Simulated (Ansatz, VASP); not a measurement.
# SnTe: VASP beside Ansatz

```
CELL_PARAMETERS angstrom
3.77092 0.00000 0.00000
0.00000 3.77092 0.00000
0.00000 0.00000 3.77092
ATOMIC_POSITIONS crystal
Sn 0.00000 0.00000 0.00000
Te 0.50000 0.50000 0.50000
```

Alike in both runs: task single point; functional PBE; k mesh 12 × 12 × 12; occupations gaussian, width 0.1 eV; no spin polarisation.

|  | VASP | Ansatz |
| --- | --- | --- |
| version | VASP 6.6.1 | Ansatz 0.2.0 |
| potentials or method | VASP PAW PBE potentials, release 64 (Sn_d, Te), cutoff 520 eV | scalar-relativistic, plane waves, PAW |
| valence electrons in the cell | 20 | 30 |

```tsv
	VASP	Ansatz	Ansatz less VASP
gap on the k mesh at the Fermi level (eV)	none	none	-
pressure (GPa)	4.8	4.9	+0.06
```

A gap of «none» marks a metal or a gap that the smearing closes. VASP's potentials hold 20 valence electrons a cell and Ansatz's 30, so a difference there can come from the potentials and not from the codes.

Spin-orbit coupling is off throughout.
